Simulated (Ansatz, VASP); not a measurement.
One calculation of Al2Pt, two programs

INCAR

```
PREC = Accurate
ENCUT = 520
EDIFF = 1E-7
ISMEAR = 0
SIGMA = 0.15
LREAL = False
LASPH = True
NELM = 80
ALGO = Fast
ISIF = 2
LWAVE = False
LCHARG = False
GGA = PE
NBANDS = 34
```

The input KPOINTS:

```
Automatic mesh
0
Gamma
  13 13 5
```

POSCAR

```
Al2Pt
1.0
    2.9732041201     -2.9732041201      0.0000000000
    2.9732041201      0.0000000000     -2.9732041201
    6.5237585095      6.5237585095      6.5237585095
Al Pt
6 3
Direct
    0.6666666667      0.6666666667      0.3798070090
    1.0000000000      0.0000000000      0.0759735551
    0.3333333333      0.3333333333      0.6836404629
    0.6666666667      0.6666666667      0.8355571898
    1.0000000000      1.0000000000      0.5317237359
    0.3333333333      0.3333333333      0.2278902821
    0.0000000000      0.0000000000      0.7595988263
    0.3333333333      0.3333333333      0.4557653725
    0.6666666667      0.6666666667      0.1519319186
```

Input for Ansatz:

```yaml
crystal:
  lattice:
    - [2.9732041201, -2.9732041201, 0.0]
    - [2.9732041201, 0.0, -2.9732041201]
    - [6.5237585095, 6.5237585095, 6.5237585095]
  atoms:
    - { symbol: Al, position: [0.6666666667, 0.6666666667, 0.379807009] }
    - { symbol: Al, position: [1.0, 0.0, 0.0759735551] }
    - { symbol: Al, position: [0.3333333333, 0.3333333333, 0.6836404629] }
    - { symbol: Al, position: [0.6666666667, 0.6666666667, 0.8355571898] }
    - { symbol: Al, position: [1.0, 1.0, 0.5317237359] }
    - { symbol: Al, position: [0.3333333333, 0.3333333333, 0.2278902821] }
    - { symbol: Pt, position: [0.0, 0.0, 0.7595988263] }
    - { symbol: Pt, position: [0.3333333333, 0.3333333333, 0.4557653725] }
    - { symbol: Pt, position: [0.6666666667, 0.6666666667, 0.1519319186] }
basis:
  ecutwfc: 420
kpoints:
  mp_grid: { grid: [13, 13, 5] }
hamiltonian:
  xc: pbe
scf:
  occupations: { method: gaussian, width: 0.15 }
output:
  forces: true
  stress: true
  eigenvalues: true
  write_density: true
  write_potential: true
  elf: true
  volumetric_format: npy
```

Alike in both runs: task single point; functional PBE; k mesh 13 × 13 × 5; occupations gaussian, width 0.15 eV; no spin polarisation.

|  | VASP | Ansatz |
| --- | --- | --- |
| version | VASP 6.6.1 | Ansatz 0.2.0 |
| potentials or method | VASP PAW PBE potentials, release 64 (Al, Pt), cutoff 520 eV | scalar-relativistic, plane waves, PAW |
| valence electrons in the cell | 48 | 72 |

Ansatz gave:

| Item | Value |
| --- | --- |
| gap on the k mesh at the Fermi level (eV) | none |
| pressure (GPa) | -3.4 |
| traceless stress, the component that is largest in VASP (GPa) | -1.40 |
| rms of the force components (eV/Å) | 0.167 |

Task: Estimate VASP's values.

Result: gap on the k mesh at the Fermi level (eV): none; pressure (GPa): -3.5; traceless stress, the component that is largest in VASP (GPa): -1.40; rms of the force components (eV/Å): 0.165.

Atom by atom the forces differ by 0.002 eV/Å (rms over components). A gap of «none» marks a metal or a gap that the smearing closes. VASP's potentials hold 48 valence electrons a cell and Ansatz's 72, so a difference there can come from the potentials and not from the codes.

Spin-orbit coupling is off throughout.
